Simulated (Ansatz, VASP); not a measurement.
# One calculation of ScSi2, two programs

Contents of INCAR:

```
PREC = Accurate
ENCUT = 520
EDIFF = 1E-7
ISMEAR = -1
SIGMA = 0.05
LREAL = False
LASPH = True
NELM = 60
ALGO = Normal
ISIF = 2
LWAVE = False
LCHARG = True
GGA = PS
LELF = True
LVHAR = True
NBANDS = 16
```

KPOINTS

```
Automatic mesh
0
Gamma
  13 13 11
```

File POSCAR:

```
ScSi2
1.0
    3.6599987106      0.0000000000      0.0000000000
   -1.8299993553      3.1696518612      0.0000000000
    0.0000000000      0.0000000000      3.7926000000
Sc Si
1 2
Direct
    0.0000000000      0.0000000000      0.0000000000
    0.3333333333      0.6666666667      0.5000000000
    0.6666666667      0.3333333333      0.5000000000
```

Input for Ansatz:

```yaml
crystal:
  lattice:
    - [3.6599987106, 0.0, 0.0]
    - [-1.8299993553, 3.1696518612, 0.0]
    - [0.0, 0.0, 3.7926]
  atoms:
    - { symbol: Sc, position: [0.0, 0.0, 0.0] }
    - { symbol: Si, position: [0.3333333333, 0.6666666667, 0.5] }
    - { symbol: Si, position: [0.6666666667, 0.3333333333, 0.5] }
kpoints:
  mp_grid: { grid: [13, 13, 11] }
  band_path:
    path:
      - [0.0, 0.0, 0.0]
      - [0.5, 0.0, 0.0]
      - [0.3333333333, 0.3333333333, 0.0]
      - [0.0, 0.0, 0.0]
      - [0.0, 0.0, 0.5]
      - [0.5, 0.0, 0.5]
      - [0.3333333333, 0.3333333333, 0.5]
      - [0.0, 0.0, 0.5]
      - [0.5, 0.0, 0.5]
    npoints: 5
scf:
  occupations: { method: fermi_dirac, width: 0.05 }
hamiltonian:
  xc: pbesol
  pseudopotentials: { kind: all_electron, lapw: { basis_error: 0.001 } }
output:
  forces: true
  stress: true
  eigenvalues: true
```

Change from the starting cell: zz strain of -2 %.

Alike in both runs: task single point; functional PBEsol; k mesh 13 × 13 × 11; occupations fermi-dirac, width 0.05 eV; no spin polarisation.

|  | VASP | Ansatz |
| --- | --- | --- |
| version | VASP 6.6.1 | Ansatz 0.2.0 |
| potentials or method | VASP PAW PBE potentials, release 64 (Sc_sv, Si), cutoff 520 eV | all-electron LAPW, scalar-relativistic |

Ansatz gave:

| Quantity | Value |
| --- | --- |
| pressure (GPa) | 24.0 |
| traceless stress, the component that is largest in VASP (GPa) | -23.66 |

Which values does VASP return?

Pressure (GPa): 24.5; traceless stress, the component that is largest in VASP (GPa): -23.80.

VASP's potentials were made for PBE, not for PBEsol. Ansatz ran all-electron here, and VASP with PAW potentials.
